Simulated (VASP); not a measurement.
AlN: single point with PBEsol

The system is AlN.

```
CELL_PARAMETERS angstrom
3.35599 0.00000 0.00000
-1.67800 2.90637 0.00000
0.00000 0.00000 4.48729
ATOMIC_POSITIONS crystal
Al 0.33333 0.66667 0.75000
Al 0.66667 0.33333 0.25000
N 0.33333 0.66667 0.25000
N 0.66667 0.33333 0.75000
```

This cell differs from its parent crystal: volume 10.942 Å^3 an atom, c/a of the conventional cell 1.3371.

```
Program                : VASP 6.6.1
Task                   : single point
Functional             : PBEsol
Potentials or basis    : VASP PAW PBE potentials, release 64 (Al, N)
Cutoff                 : 520 eV
k mesh                 : 9 × 9 × 6
Occupations            : gaussian, width 0.05 eV
Spin                   : no spin polarisation
Dipole correction      : no
Further INCAR settings : ALGO = Normal; EDIFF = 1e-06; NBANDS = 16
```

```yaml
Pressure: -17.4 GPa
Band_gap_on_the_k_mesh: 2.32 eV, direct
```

Stress tensor (GPa, compression positive):
```
-16.80   0.00   0.00
  0.00 -16.80   0.00
  0.00   0.00 -18.59
```

Levels at points of the mesh, in eV from the valence-band top:
| k point | band 4 | band 5 | band 6 | band 7 | band 8 | band 9 | band 10 | band 11 | band 12 | band 13 |
| --- | --- | --- | --- | --- | --- | --- | --- | --- | --- | --- |
| (0.00, 0.00, 0.00) | -3.05 | -3.05 | -1.74 | -1.74 | 0.00 | 2.32 | 3.68 | 7.80 | 7.80 | 10.24 |
| (0.00, 0.00, 0.50) | -3.74 | -2.43 | -2.43 | -2.43 | -2.43 | 4.81 | 4.81 | 8.09 | 8.09 | 8.09 |

Run time: 17 s on 1 thread of AMD EPYC 9R45 (Zen 5), on a shared host, peak memory 0.15 GiB.

Caveat: the PAW data sets were made with another functional, which shifts forces and pressure a little.
